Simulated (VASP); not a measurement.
# MoRh (P-6m2) in VASP: a series of runs, part 2 of 2

VASP 6.6.1. Earlier steps stand in the parts before.

## Step 3: Relaxation of volume and atoms at fixed shape, LDA

This run uses another cell than the first one, of 15.01 Å³/atom.

File INCAR:

```
SYSTEM = MoRh
ALGO     = Normal         ! electronic algorithm
EDIFF    = 1E-7           ! SCF threshold, eV
EDIFFG   = -0.03          ! ionic threshold
ENCUT    = 600            ! plane-wave cutoff, eV
GGA      = CA             ! functional
IBRION   = 2              ! ionic algorithm
ISIF     = 8              ! what is computed and relaxed
ISMEAR   = -1             ! smearing method
LASPH    = .TRUE.         ! aspherical terms in the spheres
LCHARG   = .FALSE.        ! write CHGCAR
LREAL    = .FALSE.        ! projectors in reciprocal space
LWAVE    = .FALSE.        ! write WAVECAR
NELM     = 100            ! most SCF steps
NSW      = 60             ! ionic steps
PREC     = Accurate       ! precision mode
SIGMA    = 0.1            ! smearing width, eV
```

File KPOINTS:

```
k-points
0
G
  8 8 5
  0 0 0
```

File POSCAR:

```
MoRh
1.0
    2.7954330000      0.0000000000      0.0000000000
   -1.3977160000      2.4209160000      0.0000000000
    0.0000000000      0.0000000000      4.4373670000
Mo Rh
1 1
Direct
    0.0000000000      0.0000000000      0.5000000000
    0.3333333333      0.6666666667      0.0000000000
```

Potentials or basis: VASP PAW LDA potentials, release 64 (Mo_sv, Rh_pv).

On the command line:

```console
cat potpaw_LDA.64/Mo_sv/POTCAR potpaw_LDA.64/Rh_pv/POTCAR > POTCAR
mpirun -np 1 vasp_std > vasp.out
```

OUTCAR:

```text
SYSTEM = MoRh
   EDIFF = 1E-7
   EDIFFG = -0.03
   ENCUT = 600
   GGA = CA
   IBRION = 2
   ISIF = 8
   ISMEAR = -1
   LASPH = .TRUE.
   LREAL = .FALSE.
   NELM = 100
   NSW = 60
   PREC = Accurate

 ion  position               nearest neighbor table
   1  0.000  0.000  0.500-   2 2.74   2 2.74   2 2.74   2 2.74   2 2.74   2 2.74
   2  0.333  0.667  0.000-   1 2.74   1 2.74   1 2.74   1 2.74   1 2.74   1 2.74

  LATTYP: Found a hexagonal cell.
 ALAT       =     2.7954330000
 C/A-ratio  =     1.5873630311

  Lattice vectors:

 A1 = (   2.7954330000,   0.0000000000,   0.0000000000)
 A2 = (  -1.3977160000,   2.4209160000,   0.0000000000)
 A3 = (   0.0000000000,   0.0000000000,   4.4373670000)

Analysis of symmetry for initial positions (statically):
=====================================================================
 Subroutine PRICEL returns:
 Original cell was already a primitive cell.

 Routine SETGRP: Setting up the symmetry group for a
 hexagonal supercell.

 Subroutine GETGRP returns: Found 12 space group operations
 (whereof 12 operations were pure point group operations)
 out of a pool of 24 trial point group operations.

The static configuration has the point symmetry D_3h.

Analysis of symmetry for dynamics (positions and initial velocities):
=====================================================================
 Subroutine PRICEL returns:
 Original cell was already a primitive cell.

 Routine SETGRP: Setting up the symmetry group for a
 hexagonal supercell.

 Subroutine GETGRP returns: Found 12 space group operations
 (whereof 12 operations were pure point group operations)
 out of a pool of 24 trial point group operations.

The dynamic configuration has the point symmetry D_3h.

 Subroutine INISYM returns: Found 12 space group operations
 (whereof 12 operations are pure point group operations),
 and found     1 'primitive' translations

----------------------------------------------------------------------------------------

                                     Primitive cell

  volume of cell :      30.0299

  direct lattice vectors                    reciprocal lattice vectors
     2.795433000  0.000000000  0.000000000     0.357726334  0.206533321  0.000000000
    -1.397716000  2.420916000  0.000000000     0.000000000  0.413066790  0.000000000
     0.000000000  0.000000000  4.437367000     0.000000000  0.000000000  0.225358867

  length of vectors
     2.795433000  2.795432756  4.437367000     0.413066754  0.413066790  0.225358867

  position of ions in fractional coordinates (direct lattice)
     0.000000000  0.000000000  0.500000000
     0.333333333  0.666666667  0.000000000

  ion indices of the primitive-cell ions
   primitive index   ion index
                 1           1
                 2           2

----------------------------------------------------------------------------------------

 KPOINTS: k-points

Automatic generation of k-mesh.
 Grid dimensions read from file:
 generate k-points for:    8    8    5

 Generating k-lattice:

  Cartesian coordinates                     Fractional coordinates (reciprocal lattice)
     0.044715792  0.025816665  0.000000000     0.125000000  0.000000000  0.000000000
     0.000000000  0.051633349  0.000000000     0.000000000  0.125000000  0.000000000
     0.000000000  0.000000000  0.045071773     0.000000000  0.000000000  0.200000000

  Length of vectors
     0.051633344  0.051633349  0.045071773

  Shift w.r.t. Gamma in fractional coordinates (k-lattice)
     0.000000000  0.000000000  0.000000000

 Subroutine IBZKPT returns following result:
 ===========================================

 Found     30 irreducible k-points:

 Following reciprocal coordinates:
            Coordinates               Weight
  0.000000  0.000000  0.000000      1.000000
  0.125000  0.000000  0.000000      6.000000
  0.250000  0.000000  0.000000      6.000000
  0.375000  0.000000  0.000000      6.000000
  0.500000  0.000000  0.000000      3.000000
  0.125000  0.125000  0.000000      6.000000
[... 16 lines left out ...]
  0.250000  0.000000  0.400000     12.000000
  0.375000  0.000000  0.400000     12.000000
 [... further k-points ...]
   k-points           NKPTS =     30   k-points in BZ     NKDIM =     30   number of bands    NBANDS=     18
   number of dos      NEDOS =    301   number of ions     NIONS =      2
   total plane-waves  NPLWV =  20736
   dimension x,y,z NGX =    24 NGY =   24 NGZ =   36
   dimension x,y,z NGXF=    48 NGYF=   48 NGZF=   72
   ions per type =               1   1
   NGX,Y,Z   is equivalent  to a cutoff of  14.27, 14.27, 13.49 a.u.
   NGXF,Y,Z  is equivalent  to a cutoff of  28.55, 28.55, 26.97 a.u.
 SYSTEM =  MoRh
   PREC   = accura    normal or accurate (medium, high low for compatibility)
   ISTART =      0    job   : 0-new  1-cont  2-samecut
   ICHARG =      2    charge: 1-file 2-atom 10-const
   ISPIN  =      1    spin polarized calculation?
   LNONCOLLINEAR =      F non collinear calculations
   LSORBIT =      F    spin-orbit coupling
   LASPH  =      T    aspherical Exc in radial PAW
   ENCUT  =  600.0 eV  44.10 Ry    6.64 a.u.   5.58  5.58  8.86*2*pi/ulx,y,z
   NELM   =    100;   NELMIN=  2; NELMDL= -5     # of ELM steps
   EDIFF  = 0.1E-06   stopping-criterion for ELM
   LREAL  =      F    real-space projection
   EDIFFG = -.3E-01   stopping-criterion for IOM
   NSW    =     60    number of steps for IOM
   IBRION =      2    ionic relax: 0-MD 1-quasi-New 2-CG
   NFREE  =      1    steps in history (QN), initial steepest desc. (CG)
   ISIF   =      8    stress and relaxation
   ISYM   =      2    0-nonsym 1-usesym 2-fastsym
   POTIM  = 0.5000    time-step for ionic-motion
   TEBEG  =    0.0;   TEEND  =   0.0 temperature during run
   PSTRESS=    0.0 pullay stress
   NELECT =      29.0000    total number of electrons
   NUPDOWN=      -1.0000    fix difference up-down
   EMIN   =  10.00;   EMAX   =-10.00  energy-range for DOS
   EFERMI =   0.00;   METHOD = LEGACY
   ISMEAR =    -1;   SIGMA  =   0.10  broadening in eV -4-tet -1-fermi 0-gaus
   EFERMI_NEDOS =   21; number of points for ismear=-14 and -15
   IALGO  =     38    algorithm
   IMIX   =      4    mixing-type and parameters
     AMIX     =   0.40;   BMIX     =  1.00
     AMIX_MAG =   1.60;   BMIX_MAG =  1.00
  volume/ion in A,a.u.               =      15.01       101.33
  Fermi-wavevector in a.u.,A,eV,Ry     =   1.618165  3.057888 35.626279  2.618458
  Thomas-Fermi vector in A             =   2.712472
   LORBIT       =      0    0 simple, 1 ext, 2 COOP (PROOUT), +10 PAW based schemes
   GGA     = CA    functional components
   LHFCALC =     F    Hartree Fock is set to
   AEXX    =    0.0000 exact exchange contribution
   IVDW    =     0    specifies the selected vdW correction
   LEPSILON=     F    determine dielectric tensor
   LRPA    =     F    only Hartree local field effects (RPA)
 conjugate gradient relaxation of ions
 non-spin polarized calculation
  energy-cutoff  :      600.00
  volume of cell :       30.03
 maximum number of plane-waves:      1026
 NGX is ok and might be reduce to    24
   NGX = 11   NGY = 11   NGZ = 17

--------------------------------------- Ionic step        1  -------------------------------------------

 number of electron      29.0000001 magnetization

 Free energy of the ion-electron system (eV)
  ---------------------------------------------------
  ext. energy  EPLUGINS =         0.00000000
  ---------------------------------------------------
  free energy    TOTEN  =       -20.99066991 eV

  energy without entropy =      -20.92009876  energy(sigma->0) =      -20.95538434

------------------------ aborting loop because EDIFF is reached ----------------------------------------

  FORCE on cell =-STRESS in cart. coord.  units (eV):
  Direction    XX          YY          ZZ          XY          YZ          ZX
  --------------------------------------------------------------------------------------
  -------------------------------------------------------------------------------------
  Total       -3.0316689     -3.0316689     -3.2246482     -0.0000006      0.0000000     -0.0000000
  in kB     -161.7477295   -161.7477305   -172.0436942     -0.0000334      0.0000000     -0.0000000
  external PRESSURE =    -165.1797181 kB  Pullay stress =       0.0000000 kB
[... 95 lines left out ...]
--------------------------------------- Ionic step        4  -------------------------------------------

 number of electron      29.0000003 magnetization

 Free energy of the ion-electron system (eV)
  ---------------------------------------------------
  ext. energy  EPLUGINS =         0.00000000
  ---------------------------------------------------
  free energy    TOTEN  =       -21.09040392 eV

  energy without entropy =      -21.02335298  energy(sigma->0) =      -21.05687845

 E-fermi :  12.6134     XC(G=0): -14.1830

 val. band max:       12.5712819064   @ k =   0.1250   0.0000   0.0000
 cond. band min:      12.6566391629   @ k =   0.1250   0.0000   0.0000
 fundamental gap:      0.0853572565
 Fermi energy:        12.6133607547

 k-point     1 :       0.0000    0.0000    0.0000
  band No.  band energies     occupation
      1     -47.9602      2.00000
      2     -33.9765      2.00000
      3     -33.5224      2.00000
      4     -33.5224      2.00000
      5     -22.2876      2.00000
      6     -21.4658      2.00000
[... 481 lines left out ...]
      5     -22.6198      2.00000
      6     -22.1440      2.00000
[... 10 lines left out ...]
     17      14.9173      0.00000
     18      16.2194      0.00000

 [... further k-points ...]
[... 5 lines left out ...]
  --------------------------------------------------------------------------------------
  -------------------------------------------------------------------------------------
  Total       -0.0454280     -0.0454280     -0.0606012     -0.0000000      0.0000000     -0.0000000
  in kB       -2.5780639     -2.5780639     -3.4391519     -0.0000005      0.0000000     -0.0000000
  external PRESSURE =      -2.8650932 kB  Pullay stress =       0.0000000 kB
[... 17 lines left out ...]
  FREE ENERGIE OF THE ION-ELECTRON SYSTEM (eV)
  ---------------------------------------------------
  free  energy   TOTEN  =       -21.0904039183 eV

  energy  without entropy=      -21.0233529800  energy(sigma->0) =      -21.05687845

 reached required accuracy - stopping structural energy minimisation
```

It took 90 s on 1 thread of Intel Xeon 8259CL, shared host; peak memory 0.16 GiB.

Results:

- Free energy: -21.0904 eV
- Relaxed volume: 14.12 Å³/atom
- Relaxed cell: a = 2.738 Å, b = 2.738 Å, c = 4.347 Å, α = 90.00°, β = 90.00°, γ = 120.00°
- Space group after relaxing (to 0.1 Å): P-6m2 (No. 187)
- Energy gained by relaxing: 49.9 meV/atom
- Ionic steps: 4
- Pressure after relaxing: -0.3 GPa
- Band gap on the k mesh: zero (an odd number of electrons rules out a gap without spin polarisation)

Step by step:
| step | energy change (eV) | largest force (eV/Å) | pressure (GPa) | volume (Å³) |
| --- | --- | --- | --- | --- |
| 1 | 0.0000 | 0.0000 | -16.52 | 30.03 |
| 2 | 0.7987 | 0.0000 | 76.14 | 23.79 |
| 3 | -0.0993 | 0.0000 | -1.29 | 28.33 |
| 4 | -0.0997 | 0.0000 | -0.29 | 28.23 |

Final structure:
```xyz
2
Lattice="2.7385 0.0000 0.0000 -1.3692 2.3716 0.0000 0.0000 0.0000 4.3470" Properties=species:S:1:pos:R:3 pbc="T T T"
Mo   -1.3692    2.3716    2.1735
Rh    0.0000    1.5811    0.0000
```
